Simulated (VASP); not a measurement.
# Sc3Al7 in VASP: further runs

The runs below take Sc3Al7 through single point, with PBE.

All numbers are computed with VASP 6.6.1; they aren't measurements. Logs are shortened: lines on timing, memory, paths and dates and some standing lists are left out, and cuts for length are marked.

### 1 The cell of the first run

The cell holds a slab with vacuum, 10 atoms: a = 4.105 Å, b = 4.105 Å, c = 23.211 Å, α = 90.00°, β = 90.00°, γ = 90.00°.

### 2 Single point, PBE

Input file INCAR:

```
SYSTEM = Sc3Al7
PREC = Accurate ; ENCUT = 520
EDIFF = 1E-6 ; ISMEAR = 0
SIGMA = 0.1 ; LREAL = .False.
LASPH = .True. ; NELM = 100
ALGO = Normal ; ISIF = 2
LWAVE = .False. ; LCHARG = .True.
LDIPOL = .True. ; IDIPOL = 3
DIPOL = 0.5 0.5 0.500 ; GGA = PE
LELF = .True. ; LVHAR = .True.
LVACPOTAV = .True. ; NBANDS = 38
```

Input file KPOINTS:

```
Automatic mesh
0
Gamma
  9 9 1
  0 0 0
```

Input file POSCAR:

```
Sc3Al7
1.0
    4.1053305961      0.0000000000      0.0000000000
    0.0000000000      4.1053305961      0.0000000000
    0.0000000000      0.0000000000     23.2106611922
Sc Al
3 7
Direct
    0.0000000000      0.0000000000      0.3231273740
    0.0000000000      0.0000000000      0.5000000000
    0.0000000000      0.0000000000      0.6768726260
    0.5000000000      0.5000000000      0.3231273740
    0.0000000000      0.5000000000      0.4115636870
    0.5000000000      0.0000000000      0.4115636870
    0.5000000000      0.5000000000      0.5000000000
    0.0000000000      0.5000000000      0.5884363130
    0.5000000000      0.0000000000      0.5884363130
    0.5000000000      0.5000000000      0.6768726260
```

Potentials or basis: VASP PAW PBE potentials, release 64 (Sc_sv, Al).

On the command line:

```sh
> cat potpaw_PBE.64/Sc_sv/POTCAR potpaw_PBE.64/Al/POTCAR > POTCAR
> mpirun -np 1 vasp_std > vasp.out
```

OUTCAR:

```text
SYSTEM = Sc3Al7
   PREC = Accurate
   ENCUT = 520
   EDIFF = 1E-6
   ISMEAR = 0
   LREAL = .False.
   LASPH = .True.
   NELM = 100
   ISIF = 2
   GGA = PE

 ion  position               nearest neighbor table
   1  0.000  0.000  0.323-   4 2.90   4 2.90   4 2.90   4 2.90   5 2.90   6 2.90   6 2.90   5 2.90

   2  0.000  0.000  0.500-   7 2.90   7 2.90   7 2.90   7 2.90   9 2.90   5 2.90   6 2.90   8 2.90
                             6 2.90   5 2.90   9 2.90   8 2.90
   3  0.000  0.000  0.677-  10 2.90  10 2.90  10 2.90  10 2.90   9 2.90   9 2.90   8 2.90   8 2.90

   4  0.500  0.500  0.323-   1 2.90   1 2.90   1 2.90   1 2.90   6 2.90   6 2.90   5 2.90   5 2.90

   5  0.000  0.500  0.412-   6 2.90   6 2.90   6 2.90   6 2.90   4 2.90   4 2.90   1 2.90   1 2.90
                             2 2.90   2 2.90   7 2.90   7 2.90
   6  0.500  0.000  0.412-   5 2.90   5 2.90   5 2.90   5 2.90   4 2.90   1 2.90   1 2.90   4 2.90
                             2 2.90   2 2.90   7 2.90   7 2.90
   7  0.500  0.500  0.500-   2 2.90   2 2.90   2 2.90   2 2.90   9 2.90   5 2.90   6 2.90   9 2.90
                             6 2.90   5 2.90   8 2.90   8 2.90
   8  0.000  0.500  0.588-   9 2.90   9 2.90   9 2.90   9 2.90   3 2.90  10 2.90  10 2.90   3 2.90
                             7 2.90   2 2.90   2 2.90   7 2.90
   9  0.500  0.000  0.588-   8 2.90   8 2.90   8 2.90   8 2.90  10 2.90   3 2.90  10 2.90   3 2.90
                             2 2.90   7 2.90   2 2.90   7 2.90
  10  0.500  0.500  0.677-   3 2.90   3 2.90   3 2.90   3 2.90   9 2.90   9 2.90   8 2.90   8 2.90

  LATTYP: Found a simple tetragonal cell.
 ALAT       =     4.1053305961
 C/A-ratio  =     5.6537861322

  Lattice vectors:

 A1 = (   4.1053305961,   0.0000000000,   0.0000000000)
 A2 = (   0.0000000000,   4.1053305961,   0.0000000000)
 A3 = (   0.0000000000,   0.0000000000,  23.2106611922)

Analysis of symmetry for initial positions (statically):
=====================================================================
 Subroutine PRICEL returns:
 Original cell was already a primitive cell.

 Routine SETGRP: Setting up the symmetry group for a
 simple tetragonal supercell.

 Subroutine GETGRP returns: Found 16 space group operations
 (whereof 16 operations were pure point group operations)
 out of a pool of 16 trial point group operations.

The static configuration has the point symmetry D_4h.

Analysis of symmetry for dynamics (positions and initial velocities):
=====================================================================
 Subroutine PRICEL returns:
 Original cell was already a primitive cell.

 Routine SETGRP: Setting up the symmetry group for a
 simple tetragonal supercell.

 Subroutine GETGRP returns: Found 16 space group operations
 (whereof 16 operations were pure point group operations)
 out of a pool of 16 trial point group operations.

The dynamic configuration has the point symmetry D_4h.

 Subroutine INISYM returns: Found 16 space group operations
 (whereof 16 operations are pure point group operations),
 and found     1 'primitive' translations

----------------------------------------------------------------------------------------

                                     Primitive cell

  volume of cell :     391.1864

  direct lattice vectors                    reciprocal lattice vectors
     4.105330596  0.000000000  0.000000000     0.243585742  0.000000000  0.000000000
     0.000000000  4.105330596  0.000000000     0.000000000  0.243585742  0.000000000
     0.000000000  0.000000000 23.210661192     0.000000000  0.000000000  0.043083650

  length of vectors
     4.105330596  4.105330596 23.210661192     0.243585742  0.243585742  0.043083650

  position of ions in fractional coordinates (direct lattice)
     0.000000000  0.000000000  0.323127374
     0.000000000  0.000000000  0.500000000
     0.000000000  0.000000000  0.676872626
     0.500000000  0.500000000  0.323127374
     0.000000000  0.500000000  0.411563687
     0.500000000  0.000000000  0.411563687
     0.500000000  0.500000000  0.500000000
     0.000000000  0.500000000  0.588436313
     0.500000000  0.000000000  0.588436313
     0.500000000  0.500000000  0.676872626

  ion indices of the primitive-cell ions
   primitive index   ion index
                 1           1
                 2           2
                 3           3
                 4           4
                 5           5
[... 25 lines left out ...]
     0.000000000  0.000000000  0.000000000

 Subroutine IBZKPT returns following result:
 ===========================================

 Found     15 irreducible k-points:

 Following reciprocal coordinates:
            Coordinates               Weight
  0.000000  0.000000  0.000000      1.000000
  0.111111  0.000000  0.000000      4.000000
  0.222222  0.000000  0.000000      4.000000
  0.333333  0.000000  0.000000      4.000000
  0.444444  0.000000  0.000000      4.000000
  0.111111  0.111111  0.000000      4.000000
  0.222222  0.111111  0.000000      8.000000
  0.333333  0.111111  0.000000      8.000000
  0.444444  0.111111  0.000000      8.000000
  0.222222  0.222222  0.000000      4.000000
  0.333333  0.222222  0.000000      8.000000
  0.444444  0.222222  0.000000      8.000000
  0.333333  0.333333  0.000000      4.000000
  0.444444  0.333333  0.000000      8.000000
  0.444444  0.444444  0.000000      4.000000
   k-points           NKPTS =     15   k-points in BZ     NKDIM =     15   number of bands    NBANDS=     38
   number of dos      NEDOS =    301   number of ions     NIONS =     10
   total plane-waves  NPLWV = 184320
   dimension x,y,z NGX =    32 NGY =   32 NGZ =  180
   dimension x,y,z NGXF=    64 NGYF=   64 NGZF=  360
   ions per type =               3   7
   NGX,Y,Z   is equivalent  to a cutoff of  12.96, 12.96, 12.89 a.u.
   NGXF,Y,Z  is equivalent  to a cutoff of  25.92, 25.92, 25.78 a.u.
 SYSTEM =  Sc3Al7
   PREC   = accura    normal or accurate (medium, high low for compatibility)
   ISTART =      0    job   : 0-new  1-cont  2-samecut
   ICHARG =      2    charge: 1-file 2-atom 10-const
   ISPIN  =      1    spin polarized calculation?
   LNONCOLLINEAR =      F non collinear calculations
   LSORBIT =      F    spin-orbit coupling
   LASPH  =      T    aspherical Exc in radial PAW
   ENCUT  =  520.0 eV  38.22 Ry    6.18 a.u.   7.63  7.63 43.16*2*pi/ulx,y,z
   NELM   =    100;   NELMIN=  2; NELMDL= -5     # of ELM steps
   EDIFF  = 0.1E-05   stopping-criterion for ELM
   LREAL  =      F    real-space projection
   EDIFFG = 0.1E-04   stopping-criterion for IOM
   NSW    =      0    number of steps for IOM
   IBRION =     -1    ionic relax: 0-MD 1-quasi-New 2-CG
   NFREE  =      0    steps in history (QN), initial steepest desc. (CG)
   ISIF   =      2    stress and relaxation
   ISYM   =      2    0-nonsym 1-usesym 2-fastsym
   POTIM  = 0.5000    time-step for ionic-motion
   TEBEG  =    0.0;   TEEND  =   0.0 temperature during run
   PSTRESS=    0.0 pullay stress
   NELECT =      54.0000    total number of electrons
   NUPDOWN=      -1.0000    fix difference up-down
   EMIN   =  10.00;   EMAX   =-10.00  energy-range for DOS
   EFERMI =   0.00;   METHOD = LEGACY
   ISMEAR =     0;   SIGMA  =   0.10  broadening in eV -4-tet -1-fermi 0-gaus
   EFERMI_NEDOS =   21; number of points for ismear=-14 and -15
   IALGO  =     38    algorithm
   IMIX   =      4    mixing-type and parameters
     AMIX     =   0.40;   BMIX     =  1.00
     AMIX_MAG =   1.60;   BMIX_MAG =  1.00
  volume/ion in A,a.u.               =      39.12       263.99
  Fermi-wavevector in a.u.,A,eV,Ry     =   0.846080  1.598860  9.739752  0.715852
  Thomas-Fermi vector in A             =   1.961371
   LORBIT       =      0    0 simple, 1 ext, 2 COOP (PROOUT), +10 PAW based schemes
   GGA     = PE    functional components
   LHFCALC =     F    Hartree Fock is set to
   AEXX    =    0.0000 exact exchange contribution
   IVDW    =     0    specifies the selected vdW correction
   LEPSILON=     F    determine dielectric tensor
   LRPA    =     F    only Hartree local field effects (RPA)
 non-spin polarized calculation
 Gauss-broadening in eV      SIGMA  =   0.10
  energy-cutoff  :      520.00
  volume of cell :      391.19
 maximum number of plane-waves:     10565
 NGX is ok and might be reduce to    32
   NGX = 15   NGY = 15   NGZ = 87

 dipolmoment           0.000000      0.000000      0.000000 electrons x Angstroem

 number of electron      53.9999994 magnetization

 dipolmoment           0.000000      0.000000     -0.000000 electrons x Angstroem

 Free energy of the ion-electron system (eV)
  ---------------------------------------------------
  ext. energy  EPLUGINS =         0.00000000
  ---------------------------------------------------
  free energy    TOTEN  =       -47.22258143 eV

  energy without entropy =      -47.19522216  energy(sigma->0) =      -47.20890179

 E-fermi :   1.0642     XC(G=0):  -5.5162

 val. band max:        1.0523686023   @ k =   0.2222   0.1111   0.0000
 cond. band min:       1.0848388068   @ k =   0.3333   0.0000   0.0000
 fundamental gap:      0.0324702045
 Fermi energy:         1.0641511026

 k-point     1 :       0.0000    0.0000    0.0000
  band No.  band energies     occupation
      1     -48.6114      2.00000
      2     -48.6114      2.00000
      3     -47.8658      2.00000
      4     -27.4237      2.00000
      5     -27.4236      2.00000
      6     -27.1851      2.00000
[... 604 lines left out ...]
     37       3.4544      0.00000
     38       3.4767      0.00000

------------------------ aborting loop because EDIFF is reached ----------------------------------------

  FORCE on cell =-STRESS in cart. coord.  units (eV):
  Direction    XX          YY          ZZ          XY          YZ          ZX
  --------------------------------------------------------------------------------------
  -------------------------------------------------------------------------------------
  Total       -2.5294639     -2.5294639      0.3467657      0.0000000     -0.0000000      0.0000000
  in kB      -10.3598932    -10.3598932      1.4202441      0.0000000     -0.0000000      0.0000000
  external PRESSURE =      -6.4331808 kB  Pullay stress =       0.0000000 kB

 VOLUME and BASIS-vectors are now :
 -----------------------------------------------------------------------------
  energy-cutoff  :      520.00
  volume of cell :      391.19
      direct lattice vectors                 reciprocal lattice vectors
     4.105330596  0.000000000  0.000000000     0.243585742  0.000000000  0.000000000
     0.000000000  4.105330596  0.000000000     0.000000000  0.243585742  0.000000000
     0.000000000  0.000000000 23.210661192     0.000000000  0.000000000  0.043083650

 POSITION                                       TOTAL-FORCE (eV/Angst)
 -----------------------------------------------------------------------------------
      0.00000      0.00000      7.50000        -0.000000      0.000000     -0.091253
      0.00000      0.00000     11.60533        -0.000000      0.000000      0.000000
      0.00000      0.00000     15.71066        -0.000000     -0.000000      0.091253
      2.05267      2.05267      7.50000        -0.000000      0.000000      0.262511
      0.00000      2.05267      9.55267        -0.000000     -0.000000     -0.217892
      2.05267      0.00000      9.55267         0.000000     -0.000000     -0.217892
      2.05267      2.05267     11.60533        -0.000000      0.000000      0.000000
      0.00000      2.05267     13.65800        -0.000000      0.000000      0.217892
      2.05267      0.00000     13.65800        -0.000000      0.000000      0.217892
      2.05267      2.05267     15.71066         0.000000     -0.000000     -0.262511
 -----------------------------------------------------------------------------------
    total drift:                                0.000000      0.000000     -0.000000

  FREE ENERGIE OF THE ION-ELECTRON SYSTEM (eV)
  ---------------------------------------------------
  free  energy   TOTEN  =       -47.2225814284 eV

  energy  without entropy=      -47.1952221602  energy(sigma->0) =      -47.20890179

 vacuum level on the upper side and lower side of the slab         4.890         4.890
```

Run time: 6.3 min. Hardware: 1 thread of AMD EPYC 7R43 (Zen 3), shared host; peak memory 0.47 GiB.

What came out:

* Free energy: -47.2226 eV
* Largest force: 0.263 eV/Å
* Band gap on the k mesh: zero (band 27 reaches 1.46 eV, above the bottom of band 28 at 0.79 eV)

Forces in eV/Å, atoms in the order of the input:
```
Sc   0.000  0.000 -0.091
Sc   0.000  0.000  0.000
Sc   0.000  0.000  0.091
Al   0.000  0.000  0.263
Al   0.000  0.000 -0.218
Al   0.000  0.000 -0.218
Al   0.000  0.000  0.000
Al   0.000  0.000  0.218
Al   0.000  0.000  0.218
Al   0.000  0.000 -0.263
```

### 3 Single point, PBE

Input file INCAR:

```
SYSTEM = Sc3Al7
ALGO     = Normal         ! electronic algorithm
DIPOL    = 0.5 0.5 0.500
EDIFF    = 1E-7           ! SCF threshold, eV
ENCUT    = 520            ! plane-wave cutoff, eV
GGA      = PE             ! functional
IDIPOL   = 3            
ISIF     = 2              ! what is computed and relaxed
ISMEAR   = 0              ! smearing method
LASPH    = .True.         ! aspherical terms in the spheres
LCHARG   = .False.        ! write CHGCAR
LDIPOL   = .True.       
LREAL    = .False.        ! projectors in reciprocal space
LWAVE    = .False.        ! write WAVECAR
NBANDS   = 38             ! bands
NELM     = 100            ! most SCF steps
PREC     = Accurate       ! precision mode
SIGMA    = 0.1            ! smearing width, eV
```

Input file KPOINTS:

```
k-points
0
Gamma
  9 9 1
  0 0 0
```

Input file POSCAR:

```
Sc3Al7
1.0
    4.1053305961      0.0000000000      0.0000000000
    0.0000000000      4.1053305961      0.0000000000
    0.0000000000      0.0000000000     23.2106611922
Sc Al
3 7
Direct
    0.0000000000      0.0000000000      0.3212393281
    0.0000000000      0.0000000000      0.5000000162
    0.0000000000      0.0000000000      0.6787606929
    0.5000000000      0.5000000000      0.3256393857
    0.0000000000      0.5000000000      0.4100136847
    0.5000000000      0.0000000000      0.4100136847
    0.5000000000      0.5000000000      0.4999999821
    0.0000000000      0.5000000000      0.5899863176
    0.5000000000      0.0000000000      0.5899863176
    0.5000000000      0.5000000000      0.6743605903
```

Potentials or basis: VASP PAW PBE potentials, release 64 (Sc_sv, Al).

On the command line:

```sh
> cat potpaw_PBE.64/Sc_sv/POTCAR potpaw_PBE.64/Al/POTCAR > POTCAR
> mpirun -np 1 vasp_std > vasp.out
```

OUTCAR:

```text
SYSTEM = Sc3Al7
   EDIFF = 1E-7
   ENCUT = 520
   GGA = PE
   ISIF = 2
   ISMEAR = 0
   LASPH = .True.
   LREAL = .False.
   NELM = 100
   PREC = Accurate

 ion  position               nearest neighbor table
   1  0.000  0.000  0.321-   4 2.90   4 2.90   4 2.90   4 2.90   5 2.91   6 2.91   6 2.91   5 2.91

   2  0.000  0.000  0.500-   7 2.90   7 2.90   7 2.90   7 2.90   8 2.93   9 2.93   9 2.93   8 2.93
                             6 2.93   5 2.93   6 2.93   5 2.93
   3  0.000  0.000  0.679-  10 2.90  10 2.90  10 2.90  10 2.90   9 2.91   9 2.91   8 2.91   8 2.91

   4  0.500  0.500  0.326-   5 2.84   6 2.84   6 2.84   5 2.84   1 2.90   1 2.90   1 2.90   1 2.90

[... 841 lines left out ...]
  energy-cutoff  :      520.00
  volume of cell :      391.19
      direct lattice vectors                 reciprocal lattice vectors
     4.105330596  0.000000000  0.000000000     0.243585742  0.000000000  0.000000000
     0.000000000  4.105330596  0.000000000     0.000000000  0.243585742  0.000000000
     0.000000000  0.000000000 23.210661192     0.000000000  0.000000000  0.043083650

 POSITION                                       TOTAL-FORCE (eV/Angst)
 -----------------------------------------------------------------------------------
      0.00000      0.00000      7.45618         0.000000     -0.000000     -0.010384
      0.00000      0.00000     11.60533         0.000000      0.000000      0.000000
      0.00000      0.00000     15.75448         0.000000     -0.000000      0.010384
      2.05267      2.05267      7.55831        -0.000000     -0.000000     -0.009976
      0.00000      2.05267      9.51669        -0.000000      0.000000     -0.005288
      2.05267      0.00000      9.51669        -0.000000      0.000000     -0.005288
      2.05267      2.05267     11.60533         0.000000      0.000000      0.000000
      0.00000      2.05267     13.69397        -0.000000     -0.000000      0.005288
      2.05267      0.00000     13.69397         0.000000      0.000000      0.005288
      2.05267      2.05267     15.65236         0.000000      0.000000      0.009976
 -----------------------------------------------------------------------------------
    total drift:                                0.000000      0.000000     -0.001235

  FREE ENERGIE OF THE ION-ELECTRON SYSTEM (eV)
  ---------------------------------------------------
  free  energy   TOTEN  =       -47.2586334743 eV

  energy  without entropy=      -47.2329840135  energy(sigma->0) =      -47.24580874

 vacuum level on the upper side and lower side of the slab         4.711         4.711
```

OSZICAR:

```text
N       E                     dE             d eps       ncg     rms          rms(c)
DAV:   1     0.661742595273E+03    0.66174E+03   -0.21889E+04  1316   0.115E+03
DAV:   2     0.269760293326E+01   -0.65904E+03   -0.64647E+03  1596   0.452E+02
DAV:   3    -0.509827547637E+02   -0.53680E+02   -0.51284E+02  1872   0.151E+02
[... 16 lines left out ...]
DAV:  20    -0.472586097149E+02   -0.96996E-04   -0.92429E-06  1278   0.954E-03    0.141E-03
DAV:  21    -0.472586263731E+02   -0.16658E-04   -0.14702E-06  1360   0.374E-03    0.107E-03
DAV:  22    -0.472586324720E+02   -0.60989E-05   -0.45264E-07  1080   0.241E-03    0.371E-04
DAV:  23    -0.472586334047E+02   -0.93268E-06   -0.11071E-07  1160   0.153E-03    0.138E-04
DAV:  24    -0.472586334743E+02   -0.69628E-07   -0.10787E-08  1056   0.956E-04
   1 F= -.47258633E+02 E0= -.47245809E+02  d E =-.256495E-01
```

stdout:

```text
POSCAR found type information on POSCAR ScAl
 POSCAR found :  2 types and      10 ions
 scaLAPACK will be used
 LDA part: xc-table for (Slater+PW92), standard interpolation
 POSCAR, INCAR and KPOINTS ok, starting setup
 FFT: planning ... GRIDC
 FFT: planning ... GRID_SOFT
 FFT: planning ... GRID
 WAVECAR not read
 entering main loop
```

It took 6.1 min on 1 thread of AMD EPYC 7R43 (Zen 3), shared host; peak memory 0.47 GiB.

Results:

```
Free energy            : -47.2586 eV
Largest force          : 0.010 eV/Å
Band gap on the k mesh : zero (band 27 reaches 1.51 eV, above the bottom of band 28 at 0.88 eV)
```

Forces in eV/Å, atoms in the order of the input:
```
Sc   0.000  0.000 -0.010
Sc   0.000  0.000  0.000
Sc   0.000  0.000  0.010
Al   0.000  0.000 -0.010
Al   0.000  0.000 -0.005
Al   0.000  0.000 -0.005
Al   0.000  0.000  0.000
Al   0.000  0.000  0.005
Al   0.000  0.000  0.005
Al   0.000  0.000  0.010
```
